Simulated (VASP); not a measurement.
Set up this calculation in VASP 6.6.1, as the native input.

```
Task                   : single point
Functional             : PBEsol
Potentials or basis    : VASP PAW PBE potentials, release 64 (Cd_sv_GW)
Cutoff                 : 630 eV
k mesh                 : 9 × 9 × 4
Occupations            : gaussian, width 0.02 eV
Spin                   : no spin polarisation
Dipole correction      : no
Further INCAR settings : ALGO = Normal; EDIFF = 1e-06; NBANDS = 27
```

The structure of Cd lies in POSCAR:

```
Cd
1.0
    2.9085159395      0.0000000000      0.0000000000
   -1.4542579697      2.5188486909      0.0000000000
    0.0000000000      0.0000000000      5.8758792966
Cd
2
Direct
    0.3333333333      0.6666666667      0.2500000000
    0.6666666667      0.3333333333      0.7500000000
```

These files were run (other wordings do the same):

INCAR

```
SYSTEM = Cd
ALGO = Normal
EDIFF = 1E-6
ENCUT = 630
GGA = PS
GGA_COMPAT = .False.
ISIF = 2
ISMEAR = 0
LASPH = .True.
LCHARG = .False.
LREAL = .False.
LWAVE = .False.
NBANDS = 27
NELM = 120
PREC = Accurate
SIGMA = 0.02
```

KPOINTS

```
k-points
0
Gamma
  9 9 4
  0 0 0
```

Potentials or basis: VASP PAW PBE potentials, release 64 (Cd_sv_GW).

Command:

```sh
$ cat potpaw_PBE.64/Cd_sv_GW/POTCAR > POTCAR
$ mpirun -np 1 vasp_std > vasp.out
```

It gave:

The pressure is -0.2 GPa and the band gap on the k mesh is zero (bands 20 and 21 overlap by 4.64 eV).

Caveat: the PAW data sets were made with another functional, which shifts forces and pressure a little.

Wall time 17 s on 1 thread of Intel(R) Xeon(R) 6975P-C (Granite Rapids), with other jobs on the host, peak memory 0.2 GiB.
